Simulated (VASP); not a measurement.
A run of VASP 6.6.1 is set up as follows.

The input POSCAR:

```
Si
1.0
    2.5441440172      0.0000000000      0.0000000000
    0.0000000000      2.5441440172      0.0000000000
    0.0000000000      0.0000000000      2.5441440172
Si
1
Direct
    0.5000000000      0.5000000000      0.5000000000
```

File INCAR.step1:

```
  PREC = Accurate
  ENCUT = 520
  EDIFF = 1E-5
  ISMEAR = -1
  SIGMA = 0.05
  LREAL = False
  LASPH = True
  NELM = 100
  ALGO = Normal
  ISIF = 2
  LWAVE = True
  LCHARG = False
  GGA = PE
  NBANDS = 8
```

The input INCAR.step2:

```
  PREC = Accurate
  ENCUT = 520
  EDIFF = 1E-7
  ISMEAR = -1
  SIGMA = 0.05
  LREAL = False
  LASPH = True
  NELM = 100
  ALGO = Normal
  ISIF = 2
  LWAVE = False
  LCHARG = False
  GGA = PE
  LHFCALC = True
  HFSCREEN = 0.2079
  PRECFOCK = Normal
  ISTART = 1
  NBANDS = 8
```

KPOINTS

```
Automatic mesh
0
Gamma
  5 5 5
```

Potentials or basis: VASP PAW PBE potentials, release 64 (Si).

Launch:

```bash
$ cat potpaw_PBE.64/Si/POTCAR > POTCAR
$ cp INCAR.step1 INCAR
$ mpirun -np 1 vasp_std > vasp.out
$ cp INCAR.step2 INCAR
$ mpirun -np 1 vasp_std > vasp.out
```

Estimate the band gap on the k mesh.

zero (bands 2 and 3 overlap by 9.62 eV).

Estimate the pressure.

-0.3 GPa.

Caveat: the k points lie up to 0.49 Å⁻¹ apart, too coarse for converged energies and pressures of a metal; the PAW data sets were made with another functional, which shifts forces and pressure a little.
